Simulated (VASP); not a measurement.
A run of VASP 6.6.1 is set up as follows.

The input POSCAR:

```
BaTe
1.0
    0.0000000000      3.4100000000      3.4100000000
    3.4100000000      0.0000000000      3.4100000000
    3.4100000000      3.4100000000      0.0000000000
Ba Te
1 1
Direct
    0.0000000000      0.0000000000      0.0000000000
    0.5000000000      0.5000000000      0.5000000000
```

File INCAR.step1:

```
SYSTEM = BaTe
  PREC = Accurate
  ENCUT = 600
  ISMEAR = 0
  SIGMA = 0.02
  LREAL = .False.
  LASPH = .True.
  NELM = 100
  GGA = PE
  ALGO = Normal
  EDIFF = 1E-4
  LWAVE = .True.
  LCHARG = .False.
```

Contents of INCAR.step2:

```
SYSTEM = BaTe
  PREC = Accurate
  ENCUT = 600
  EDIFF = 1E-7
  ISMEAR = 0
  SIGMA = 0.02
  LREAL = .False.
  LASPH = .True.
  NELM = 100
  ALGO = Normal
  ISIF = 3
  LWAVE = .False.
  LCHARG = .False.
  METAGGA = R2SCAN
  LMIXTAU = .True.
  IBRION = 2
  NSW = 100
  EDIFFG = -0.005
  ISTART = 1
```

File KPOINTS:

```
Automatic mesh
0
Gamma
  8 8 8
  0 0 0
```

Potentials or basis: VASP PAW PBE potentials, release 64 (Ba_sv, Te).

Run with:

```sh
$ cat potpaw_PBE.64/Ba_sv/POTCAR potpaw_PBE.64/Te/POTCAR > POTCAR
$ cp INCAR.step1 INCAR
$ mpirun -np 1 vasp_std > vasp.out
$ cp INCAR.step2 INCAR
$ mpirun -np 1 vasp_std > vasp.out
```

Problem. Estimate the band gap on the k mesh.

Solution. 1.95 eV, indirect (least direct gap 2.34 eV).

Problem. Predict the space group after relaxing (to 0.05 Å).

Solution. Fm-3m (No. 225).

Problem. Estimate the relaxed cell.

Solution. a = 5.011 Å, b = 5.011 Å, c = 5.011 Å, α = 60.00°, β = 60.00°, γ = 60.00°.

Problem. What does it give for the relaxed volume?

Solution. 44.48 Å³/atom.

The path:
```
step  energy change (eV)  largest force (eV/Å)  pressure (GPa)  volume (Å³)
   1              0.0000                0.0000            4.50        79.30
   2             -0.1080                0.0000           -1.17        92.80
   3             -0.1225                0.0000            0.02        88.92
   4             -0.1224                0.0000           -0.05        89.12
   5             -0.1225                0.0000            0.01        88.96
```

Caveat: the PAW data sets were made with another functional, which shifts forces and pressure a little; spin-orbit coupling is left out, which moves the levels of the heavy elements; the volume moved by +12 % from the deposited cell, more than functionals usually miss. A k mesh can miss the band edges.
